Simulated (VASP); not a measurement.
**ZnSe (Stilleite): single point with LDA**

The system is ZnSe (Stilleite).

```
Zn Se
1.0
     0.00000    2.86186    2.86186
     2.86186    0.00000    2.86186
     2.86186    2.86186    0.00000
Zn Se
1 1
Direct
  0.00000 0.00000 0.00000
  0.25000 0.25000 0.25000
```

```yaml
Program: VASP 6.6.1
Task: single point
Functional: LDA
Potentials_or_basis: VASP PAW LDA potentials, release 64 (Zn, Se)
Cutoff: 520 eV
k_mesh: 5 × 5 × 5
Occupations: gaussian, width 0.01 eV
Spin: no spin polarisation
```

| Item | Value |
| --- | --- |
| Pressure | -4.6 GPa |
| Band gap on the k mesh | 0.94 eV, direct |

Levels at points of the mesh, in eV from the valence-band top:
```tsv
k point	band 5	band 6	band 7	band 8	band 9	band 10	band 11	band 12	band 13	band 14
(0.00, 0.00, 0.00)	-6.25	-6.25	0.00	0.00	0.00	0.94	5.70	5.70	5.70	9.52
```

Run time: 8.3 s on 1 thread of Intel(R) Xeon(R) Platinum 8488C (Sapphire Rapids) (shared host), peak memory 0.14 GiB.

LDA gaps usually lie below the measured ones, often by a third to a half.
